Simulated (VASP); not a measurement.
A run of VASP 6.6.1 is set up as follows.

INCAR

```
SYSTEM = NaH
PREC = Accurate
ENCUT = 520
EDIFF = 1E-6
ISMEAR = 0
SIGMA = 0.02
LREAL = .FALSE.
LASPH = .TRUE.
NELM = 100
ALGO = Normal
ISIF = 2
LWAVE = .FALSE.
LCHARG = .FALSE.
NBANDS = 11
```

Contents of KPOINTS:

```
Automatic mesh
0
G
  8 8 8
  0 0 0
```

Contents of POSCAR:

```
NaH
1.0
    0.0000000000      2.3456225258      2.3456225258
    2.3456225258      0.0000000000      2.3456225258
    2.3456225258      2.3456225258      0.0000000000
Na H
1 1
Direct
    0.0000000000      0.0000000000      0.0000000000
    0.5000000000      0.5000000000      0.5000000000
```

Potentials or basis: VASP PAW LDA potentials, release 64 (Na_pv, H).

Launch:

```bash
$ cat potpaw_LDA.64/Na_pv/POTCAR potpaw_LDA.64/H/POTCAR > POTCAR
$ mpirun -np 1 vasp_std > vasp.out
```

(1) Estimate the pressure.

(2) Predict the band gap on the k mesh.

Answers

(1) -0.1 GPa.

(2) 3.54 eV, indirect (least direct gap 4.50 eV).
